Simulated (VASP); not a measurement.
Input of a VASP 6.6.1 run:

The input INCAR:

```
ALGO     = Normal         # electronic algorithm
EDIFF    = 1E-8           # SCF threshold, eV
ENCUT    = 600            # plane-wave cutoff, eV
GGA      = PE             # functional
IBRION   = 6              # ionic algorithm
ISIF     = 3              # what is computed and relaxed
ISMEAR   = -1             # smearing method
LASPH    = T              # aspherical terms in the spheres
LCHARG   = F              # write CHGCAR
LREAL    = F              # projectors in reciprocal space
LWAVE    = F              # write WAVECAR
NBANDS   = 8              # bands
NELM     = 100            # most SCF steps
NFREE    = 2            
NSW      = 1              # ionic steps
POTIM    = 0.015          # step
PREC     = Accurate       # precision mode
SIGMA    = 0.15           # smearing width, eV
```

KPOINTS

```
k-points
0
Gamma
  22 22 22
```

POSCAR

```
Si
1.0
    0.0000000000      1.9346755003      1.9346755003
    1.9346755003      0.0000000000      1.9346755003
    1.9346755003      1.9346755003      0.0000000000
Si
1
Direct
    0.0000000000      0.0000000000      0.0000000000
```

Potentials or basis: VASP PAW PBE potentials, release 64 (Si).

Command:

```sh
$ cat potpaw_PBE.64/Si/POTCAR > POTCAR
$ mpirun -np 1 vasp_std > vasp.out
```

Question: What does it give for the elastic constants C11, C12, C44?

Answer: 74, 87, 6 GPa.

Question: Predict the Voigt bulk modulus.

Answer: 82 GPa.

Elastic tensor in Voigt notation (GPa, in the Cartesian axes of the cell as first typed):
```
74 87 87  0  0  0
87 74 87  0  0  0
87 87 74  0  0  0
 0  0  0  6  0  0
 0  0  0  0  6  0
 0  0  0  0  0  6
```

Caveat: the elastic tensor has a negative eigenvalue, so either the cell is unstable as it stands or the mesh is too thin.
